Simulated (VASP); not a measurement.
# Au (Fm-3m) in VASP: further runs

The runs below take Au through relaxation of cell and atoms, with PBE.

Everything below comes from runs of VASP 6.6.1. Logs are shortened: lines on timing, memory, paths and dates and some standing lists are left out, and cuts for length are marked.

**1. The cell of the first run**

The structure is cubic, space group Fm-3m (No. 225). Conventional cell: a = 4.070 Å, b = 4.070 Å, c = 4.070 Å, α = 90.00°, β = 90.00°, γ = 90.00°. Au (site symmetry m-3m) has 12 Au at 2.88 Å within 3.8 Å.

**2. Relaxation of cell and atoms, PBE, target pressure 30 GPa, at which the enthalpy is minimised**

Contents of INCAR:

```
SYSTEM = Au
PREC = Accurate
ENCUT = 500
EDIFF = 1E-7
ISMEAR = 1
SIGMA = 0.05
LREAL = .FALSE.
LASPH = .TRUE.
NELM = 120
ALGO = Normal
ISIF = 3
LWAVE = .FALSE.
LCHARG = .FALSE.
GGA = PE
IBRION = 2
NSW = 80
EDIFFG = -0.01
PSTRESS = 300.0
GGA_COMPAT = .FALSE.
NELMIN = 4
```

Contents of KPOINTS:

```
Automatic mesh
0
G
  20 20 20
  0 0 0
```

Contents of POSCAR:

```
Au
1.0
    0.0000000000      2.0350000000      2.0350000000
    2.0350000000      0.0000000000      2.0350000000
    2.0350000000      2.0350000000      0.0000000000
Au
1
Direct
    0.0000000000      0.0000000000      0.0000000000
```

Potentials or basis: VASP PAW PBE potentials, release 64 (Au).

Command:

```console
cat potpaw_PBE.64/Au/POTCAR > POTCAR
mpirun -np 1 vasp_std > vasp.out
```

OUTCAR:

```text
SYSTEM = Au
   PREC = Accurate
   ENCUT = 500
   EDIFF = 1E-7
   ISMEAR = 1
   LREAL = .FALSE.
   LASPH = .TRUE.
   NELM = 120
   ISIF = 3
   GGA = PE
   IBRION = 2
   NSW = 80
   EDIFFG = -0.01
   PSTRESS = 300.0
   NELMIN = 4

 ion  position               nearest neighbor table
   1  0.000  0.000  0.000-

  LATTYP: Found a face centered cubic cell.
 ALAT       =     4.0700000000

  Lattice vectors:

 A1 = (   0.0000000000,   2.0350000000,   2.0350000000)
 A2 = (   2.0350000000,   0.0000000000,   2.0350000000)
 A3 = (   2.0350000000,   2.0350000000,   0.0000000000)

Analysis of symmetry for initial positions (statically):
=====================================================================
 Subroutine PRICEL returns:
 Original cell was already a primitive cell.

 Routine SETGRP: Setting up the symmetry group for a
 face centered cubic supercell.

 Subroutine GETGRP returns: Found 48 space group operations
 (whereof 48 operations were pure point group operations)
 out of a pool of 48 trial point group operations.

The static configuration has the point symmetry O_h .

Analysis of symmetry for dynamics (positions and initial velocities):
=====================================================================
 Subroutine PRICEL returns:
 Original cell was already a primitive cell.

 Routine SETGRP: Setting up the symmetry group for a
 face centered cubic supercell.

 Subroutine GETGRP returns: Found 48 space group operations
 (whereof 48 operations were pure point group operations)
 out of a pool of 48 trial point group operations.

The dynamic configuration has the point symmetry O_h .

 Subroutine INISYM returns: Found 48 space group operations
 (whereof 48 operations are pure point group operations),
 and found     1 'primitive' translations

----------------------------------------------------------------------------------------

                                     Primitive cell

  volume of cell :      16.8548

  direct lattice vectors                    reciprocal lattice vectors
     0.000000000  2.035000000  2.035000000    -0.245700246  0.245700246  0.245700246
     2.035000000  0.000000000  2.035000000     0.245700246 -0.245700246  0.245700246
     2.035000000  2.035000000  0.000000000     0.245700246  0.245700246 -0.245700246

  length of vectors
     2.877924599  2.877924599  2.877924599     0.425565309  0.425565309  0.425565309

  position of ions in fractional coordinates (direct lattice)
     0.000000000  0.000000000  0.000000000

  ion indices of the primitive-cell ions
   primitive index   ion index
                 1           1

----------------------------------------------------------------------------------------

 KPOINTS: Automatic mesh

Automatic generation of k-mesh.
 Grid dimensions read from file:
 generate k-points for:   20   20   20

 Generating k-lattice:

  Cartesian coordinates                     Fractional coordinates (reciprocal lattice)
    -0.012285012  0.012285012  0.012285012     0.050000000  0.000000000  0.000000000
     0.012285012 -0.012285012  0.012285012     0.000000000  0.050000000  0.000000000
     0.012285012  0.012285012 -0.012285012     0.000000000  0.000000000  0.050000000

  Length of vectors
     0.021278265  0.021278265  0.021278265

  Shift w.r.t. Gamma in fractional coordinates (k-lattice)
     0.000000000  0.000000000  0.000000000

 Subroutine IBZKPT returns following result:
 ===========================================

 Found    256 irreducible k-points:

 Following reciprocal coordinates:
            Coordinates               Weight
  0.000000  0.000000  0.000000      1.000000
  0.050000  0.000000  0.000000      8.000000
  0.100000  0.000000  0.000000      8.000000
  0.150000  0.000000  0.000000      8.000000
  0.200000  0.000000  0.000000      8.000000
  0.250000  0.000000  0.000000      8.000000
[... 16 lines left out ...]
 -0.400000  0.050000  0.000000     24.000000
 -0.350000  0.050000  0.000000     24.000000
 [... further k-points ...]
   k-points           NKPTS =    256   k-points in BZ     NKDIM =    256   number of bands    NBANDS=      9
   number of dos      NEDOS =    301   number of ions     NIONS =      1
   total plane-waves  NPLWV =  13824
   dimension x,y,z NGX =    24 NGY =   24 NGZ =   24
   dimension x,y,z NGXF=    48 NGYF=   48 NGZF=   48
   ions per type =               1
   NGX,Y,Z   is equivalent  to a cutoff of  13.86, 13.86, 13.86 a.u.
   NGXF,Y,Z  is equivalent  to a cutoff of  27.73, 27.73, 27.73 a.u.
 SYSTEM =  Au
   PREC   = accura    normal or accurate (medium, high low for compatibility)
   ISTART =      0    job   : 0-new  1-cont  2-samecut
   ICHARG =      2    charge: 1-file 2-atom 10-const
   ISPIN  =      1    spin polarized calculation?
   LNONCOLLINEAR =      F non collinear calculations
   LSORBIT =      F    spin-orbit coupling
   LASPH  =      T    aspherical Exc in radial PAW
   ENCUT  =  500.0 eV  36.75 Ry    6.06 a.u.   5.25  5.25  5.25*2*pi/ulx,y,z
   NELM   =    120;   NELMIN=  4; NELMDL= -5     # of ELM steps
   EDIFF  = 0.1E-06   stopping-criterion for ELM
   LREAL  =      F    real-space projection
   EDIFFG = -.1E-01   stopping-criterion for IOM
   NSW    =     80    number of steps for IOM
   IBRION =      2    ionic relax: 0-MD 1-quasi-New 2-CG
   NFREE  =      1    steps in history (QN), initial steepest desc. (CG)
   ISIF   =      3    stress and relaxation
   ISYM   =      2    0-nonsym 1-usesym 2-fastsym
   POTIM  = 0.5000    time-step for ionic-motion
   TEBEG  =    0.0;   TEEND  =   0.0 temperature during run
   PSTRESS=  300.0 pullay stress
   NELECT =      11.0000    total number of electrons
   NUPDOWN=      -1.0000    fix difference up-down
   EMIN   =  10.00;   EMAX   =-10.00  energy-range for DOS
   EFERMI =   0.00;   METHOD = LEGACY
   ISMEAR =     1;   SIGMA  =   0.05  broadening in eV -4-tet -1-fermi 0-gaus
   EFERMI_NEDOS =   21; number of points for ismear=-14 and -15
   IALGO  =     38    algorithm
   IMIX   =      4    mixing-type and parameters
     AMIX     =   0.40;   BMIX     =  1.00
     AMIX_MAG =   1.60;   BMIX_MAG =  1.00
  volume/ion in A,a.u.               =      16.85       113.74
  Fermi-wavevector in a.u.,A,eV,Ry     =   1.420032  2.683470 27.436005  2.016489
  Thomas-Fermi vector in A             =   2.540990
   LORBIT       =      0    0 simple, 1 ext, 2 COOP (PROOUT), +10 PAW based schemes
   GGA     = PE    functional components
   LHFCALC =     F    Hartree Fock is set to
   AEXX    =    0.0000 exact exchange contribution
   IVDW    =     0    specifies the selected vdW correction
   LEPSILON=     F    determine dielectric tensor
   LRPA    =     F    only Hartree local field effects (RPA)
 conjugate gradient relaxation of ions
 non-spin polarized calculation
 Methfessel and Paxton  Order N= 1 SIGMA  =   0.05
  energy-cutoff  :      500.00
  volume of cell :       16.85
 maximum number of plane-waves:       444
 NGX is ok and might be reduce to    24
   NGX = 11   NGY = 11   NGZ = 11

--------------------------------------- Ionic step        1  -------------------------------------------

 number of electron      10.9999999 magnetization

 Free energy of the ion-electron system (eV)
  ---------------------------------------------------
  ext. energy  EPLUGINS =         0.00000000
  ---------------------------------------------------
  free energy    TOTEN  =        -3.18735511 eV

  energy without entropy =       -3.18732160  energy(sigma->0) =       -3.18734394

 E-fermi :   9.6376     XC(G=0): -12.7829

 val. band max:        9.5900747440   @ k =   0.5000   0.1500   0.0500
 cond. band min:       9.6463251230   @ k =   0.5000   0.2500   0.1000
 fundamental gap:      0.0562503789
 Fermi energy:         9.6376018718

 k-point     1 :       0.0000    0.0000    0.0000
  band No.  band energies     occupation
      1      -0.3134      2.00000
      2       4.9090      2.00000
      3       4.9090      2.00000
      4       4.9090      2.00000
      5       6.4535      2.00000
      6       6.4535      2.00000
      7      24.1662      0.00000
      8      28.2304      0.00000
      9      28.2304      0.00000

 k-point     2 :       0.0500    0.0000    0.0000
  band No.  band energies     occupation
      1      -0.2249      2.00000
      2       4.8792      2.00000
      3       4.9401      2.00000
      4       4.9401      2.00000
      5       6.4389      2.00000
      6       6.4389      2.00000
      7      24.2742      0.00000
      8      27.6400      0.00000
      9      28.3383      0.00000
[... 403 lines left out ...]
  FREE ENERGIE OF THE ION-ELECTRON SYSTEM (eV)
  ---------------------------------------------------
  free  energy   TOTEN  =        -3.0376827231 eV

  energy  without entropy=       -3.0376695783  energy(sigma->0) =       -3.03767834

  enthalpy is  TOTEN    =        -0.1149241118 eV   P V=        2.9227586113

--------------------------------------- Ionic step        5  -------------------------------------------

 number of electron      11.0000001 magnetization

 Free energy of the ion-electron system (eV)
  ---------------------------------------------------
  ext. energy  EPLUGINS =         0.00000000
  ---------------------------------------------------
  free energy    TOTEN  =        -3.03095650 eV

  energy without entropy =       -3.03094022  energy(sigma->0) =       -3.03095108

 E-fermi :  11.0430     XC(G=0): -13.2638

 val. band max:       11.0376534313   @ k =  -0.4500   0.1000   0.0500
 cond. band min:      11.0572618779   @ k =   0.4500   0.4500   0.0000
 fundamental gap:      0.0196084466
 Fermi energy:        11.0429972220

 k-point     1 :       0.0000    0.0000    0.0000
  band No.  band energies     occupation
      1       0.2048      2.00000
      2       5.8456      2.00000
      3       5.8456      2.00000
      4       5.8456      2.00000
      5       7.6202      2.00000
      6       7.6202      2.00000
      7      25.4083      0.00000
      8      29.9330      0.00000
      9      29.9330      0.00000

 k-point     2 :       0.0500    0.0000    0.0000
  band No.  band energies     occupation
      1       0.3000      2.00000
      2       5.8104      2.00000
      3       5.8807      2.00000
      4       5.8807      2.00000
      5       7.6028      2.00000
      6       7.6028      2.00000
      7      25.5373      0.00000
      8      29.3452      0.00000
      9      30.0621      0.00000
[... 286 lines left out ...]
 POSITION                                       TOTAL-FORCE (eV/Angst)
 -----------------------------------------------------------------------------------
      0.00000      0.00000      0.00000         0.000000     -0.000000      0.000000
 -----------------------------------------------------------------------------------
    total drift:                               -0.000000      0.000000      0.000000

  FREE ENERGIE OF THE ION-ELECTRON SYSTEM (eV)
  ---------------------------------------------------
  free  energy   TOTEN  =        -3.0309565024 eV

  energy  without entropy=       -3.0309402219  energy(sigma->0) =       -3.03095108

  enthalpy is  TOTEN    =        -0.1149995421 eV   P V=        2.9159569603

 reached required accuracy - stopping structural energy minimisation
```

It took 58 s on 1 thread of Intel Xeon 6975P-C (Granite Rapids), shared host; peak memory 0.18 GiB.

Results:

```
Free energy                                                : -3.0310 eV
Relaxed volume                                             : 15.57 Å³/atom
Relaxed cell                                               : a = 2.803 Å, b = 2.803 Å, c = 2.803 Å, α = 60.00°, β = 60.00°, γ = 60.00°
Space group after relaxing (to 0.1 Å)                      : Fm-3m (No. 225)
Energy change on relaxing (the run minimises the enthalpy) : +156.4 meV/atom
Ionic steps                                                : 5
Pressure after relaxing                                    : 30.0 GPa
Band gap on the k mesh                                     : zero (an odd number of electrons rules out a gap without spin polarisation)
```

Step by step:
| step | energy change (eV) | largest force (eV/Å) | pressure (GPa) | volume (Å³) |
| --- | --- | --- | --- | --- |
| 1 | 0.0000 | 0.0000 | 10.59 | 16.85 |
| 2 | 1.7469 | 0.0000 | 153.40 | 12.35 |
| 3 | 0.1367 | 0.0000 | 28.00 | 15.68 |
| 4 | 0.1497 | 0.0000 | 29.33 | 15.61 |
| 5 | 0.1564 | 0.0000 | 30.01 | 15.57 |

Final structure:
```cif
data_structure
_symmetry_space_group_name_H-M 'P 1'
_symmetry_Int_Tables_number 1
_cell_length_a 2.8030
_cell_length_b 2.8030
_cell_length_c 2.8030
_cell_angle_alpha 60.000
_cell_angle_beta 60.000
_cell_angle_gamma 60.000
_cell_volume 15.57
loop_
_atom_site_label
_atom_site_type_symbol
_atom_site_fract_x
_atom_site_fract_y
_atom_site_fract_z
_atom_site_occupancy
Au1 Au 0.00000 0.00000 0.00000 1
```

Levels at points of the mesh, in eV from the Fermi level:
```csv
k point,band 4,band 5,band 6,band 7,band 8,band 9
"(0.00, 0.00, 0.00)",-5.20,-3.42,-3.42,14.37,18.89,18.89
"(0.50, 0.00, 0.00)",-2.02,-2.02,-1.38,3.61,13.84,17.81
"(0.50, 0.50, 0.00)",-1.64,-1.64,0.78,6.57,10.28,10.28
```

Caveat: the cell is relaxed towards a set pressure, so the run minimises the enthalpy, not the energy; spin-orbit coupling is left out, which moves the levels of the heavy elements.

**3. Relaxation of cell and atoms, PBE, target pressure 45 GPa, at which the enthalpy is minimised**

Contents of INCAR:

```
SYSTEM = Au
PREC     = Accurate       ! precision mode
ENCUT    = 500            ! plane-wave cutoff, eV
EDIFF    = 1E-7           ! SCF threshold, eV
ISMEAR   = 1              ! smearing method
SIGMA    = 0.05           ! smearing width, eV
LREAL    = .FALSE.        ! projectors in reciprocal space
LASPH    = .TRUE.         ! aspherical terms in the spheres
NELM     = 120            ! most SCF steps
ALGO     = Normal         ! electronic algorithm
ISIF     = 3              ! what is computed and relaxed
LWAVE    = .FALSE.        ! write WAVECAR
LCHARG   = .FALSE.        ! write CHGCAR
GGA      = PE             ! functional
IBRION   = 2              ! ionic algorithm
NSW      = 80             ! ionic steps
EDIFFG   = -0.01          ! ionic threshold
PSTRESS  = 450.0        
GGA_COMPAT= .FALSE.      
NELMIN   = 4
```

Contents of KPOINTS:

```
regular mesh
0
G
  20 20 20
  0 0 0
```

POSCAR is that of step 2.

Potentials or basis: VASP PAW PBE potentials, release 64 (Au).

Command:

```console
cat potpaw_PBE.64/Au/POTCAR > POTCAR
mpirun -np 1 vasp_std > vasp.out
```

OUTCAR:

```text
SYSTEM = Au
   PREC = Accurate
   ENCUT = 500
   EDIFF = 1E-7
   ISMEAR = 1
   LREAL = .FALSE.
   LASPH = .TRUE.
   NELM = 120
   ISIF = 3
   GGA = PE
   IBRION = 2
   NSW = 80
   EDIFFG = -0.01
   PSTRESS = 450.0
   NELMIN = 4

 ion  position               nearest neighbor table
   1  0.000  0.000  0.000-

  LATTYP: Found a face centered cubic cell.
 ALAT       =     4.0700000000

  Lattice vectors:

 A1 = (   0.0000000000,   2.0350000000,   2.0350000000)
 A2 = (   2.0350000000,   0.0000000000,   2.0350000000)
 A3 = (   2.0350000000,   2.0350000000,   0.0000000000)

Analysis of symmetry for initial positions (statically):
=====================================================================
 Subroutine PRICEL returns:
 Original cell was already a primitive cell.

 Routine SETGRP: Setting up the symmetry group for a
 face centered cubic supercell.

 Subroutine GETGRP returns: Found 48 space group operations
[... 172 lines left out ...]
 Fermi energy:         9.6376018718

 k-point     1 :       0.0000    0.0000    0.0000
  band No.  band energies     occupation
      1      -0.3134      2.00000
      2       4.9090      2.00000
      3       4.9090      2.00000
      4       4.9090      2.00000
      5       6.4535      2.00000
      6       6.4535      2.00000
      7      24.1662      0.00000
      8      28.2304      0.00000
      9      28.2304      0.00000
[... 423 lines left out ...]
--------------------------------------- Ionic step        5  -------------------------------------------

 number of electron      10.9999999 magnetization

 Free energy of the ion-electron system (eV)
  ---------------------------------------------------
  ext. energy  EPLUGINS =         0.00000000
  ---------------------------------------------------
  free energy    TOTEN  =        -2.87161612 eV

  energy without entropy =       -2.87164894  energy(sigma->0) =       -2.87162706

 E-fermi :  11.9335     XC(G=0): -13.5420

 val. band max:       11.8580058900   @ k =  -0.2000   0.3000   0.1000
 cond. band min:      11.9448526388   @ k =   0.5000   0.3000   0.1500
 fundamental gap:      0.0868467488
 Fermi energy:        11.9335226237

 k-point     1 :       0.0000    0.0000    0.0000
  band No.  band energies     occupation
      1       0.5278      2.00000
      2       6.4120      2.00000
      3       6.4120      2.00000
      4       6.4120      2.00000
      5       8.3314      2.00000
      6       8.3314      2.00000
      7      26.1394      0.00000
      8      30.9293      0.00000
      9      30.9293      0.00000
[... 308 lines left out ...]
  energy  without entropy=       -2.8716489388  energy(sigma->0) =       -2.87162706

  enthalpy is  TOTEN    =         1.3093960650 eV   P V=        4.1810121873

 reached required accuracy - stopping structural energy minimisation
```

OSZICAR:

```text
N       E                     dE             d eps       ncg     rms          rms(c)
DAV:   1     0.421344317320E+02    0.42134E+02   -0.57977E+03  5088   0.106E+03
DAV:   2    -0.307480154882E+01   -0.45209E+02   -0.42234E+02  4738   0.196E+02
DAV:   3    -0.345261111932E+01   -0.37781E+00   -0.37658E+00  5534   0.190E+01
DAV:   4    -0.345361269088E+01   -0.10016E-02   -0.10016E-02  5122   0.101E+00
[... 45 lines left out ...]
DAV:   3    -0.287160496875E+01    0.83489E-03   -0.37512E-03  4756   0.592E-01    0.212E-01
DAV:   4    -0.287161606636E+01   -0.11098E-04   -0.11437E-04  4907   0.100E-01    0.112E-02
DAV:   5    -0.287161548392E+01    0.58244E-06   -0.15760E-06  4839   0.141E-02    0.146E-03
DAV:   6    -0.287161609648E+01   -0.61256E-06   -0.11518E-07  4900   0.331E-03    0.233E-04
DAV:   7    -0.287161612230E+01   -0.25818E-07   -0.24521E-09  2322   0.470E-04
   5 F= 0.13093961E+01 E0= 0.13093851E+01  d E =-.237215E+00
```

CONTCAR:

```text
Au
   1.00000000000000
     0.0000000000000000    1.9524646015952474    1.9524646015952474
     1.9524646015952474    0.0000000000000000    1.9524646015952474
     1.9524646015952474    1.9524646015952474    0.0000000000000000
  Au
     1
Direct
     0.0000000000000000    0.0000000000000000    0.0000000000000000

  0.00000000E+00  0.00000000E+00  0.00000000E+00
```

Wall time 56 s (1 thread of Intel Xeon 6975P-C (Granite Rapids), shared host); peak memory 0.19 GiB.

What came out:

* Free energy: -2.8716 eV
* Relaxed volume: 14.89 Å³/atom
* Relaxed cell: a = 2.761 Å, b = 2.761 Å, c = 2.761 Å, α = 60.00°, β = 60.00°, γ = 60.00°
* Space group after relaxing (to 0.1 Å): Fm-3m (No. 225)
* Energy change on relaxing (the run minimises the enthalpy): +315.7 meV/atom
* Ionic steps: 5
* Pressure after relaxing: 45.1 GPa
* Band gap on the k mesh: zero (an odd number of electrons rules out a gap without spin polarisation)

The path:
```tsv
step	energy change (eV)	largest force (eV/Å)	pressure (GPa)	volume (Å³)
1	0.0000	0.0000	10.59	16.85
2	7.2173	0.0000	534.97	9.48
3	0.2332	0.0000	37.47	15.21
4	0.2723	0.0000	41.13	15.05
5	0.3157	0.0000	45.08	14.89
```

Final structure:
```xyz
1
Lattice="0.0000 1.9525 1.9525 1.9525 0.0000 1.9525 1.9525 1.9525 0.0000" Properties=species:S:1:pos:R:3 pbc="T T T"
Au    0.0000    0.0000    0.0000
```

Levels at points of the mesh, in eV from the Fermi level:
| k point | band 4 | band 5 | band 6 | band 7 | band 8 | band 9 |
| --- | --- | --- | --- | --- | --- | --- |
| (0.00, 0.00, 0.00) | -5.52 | -3.60 | -3.60 | 14.21 | 19.00 | 19.00 |
| (0.50, 0.00, 0.00) | -2.08 | -2.08 | -1.64 | 3.86 | 13.69 | 18.09 |
| (0.50, 0.50, 0.00) | -1.67 | -1.67 | 0.61 | 6.96 | 10.36 | 10.36 |

Caveat: the cell is relaxed towards a set pressure, so the run minimises the enthalpy, not the energy; spin-orbit coupling is left out, which moves the levels of the heavy elements.
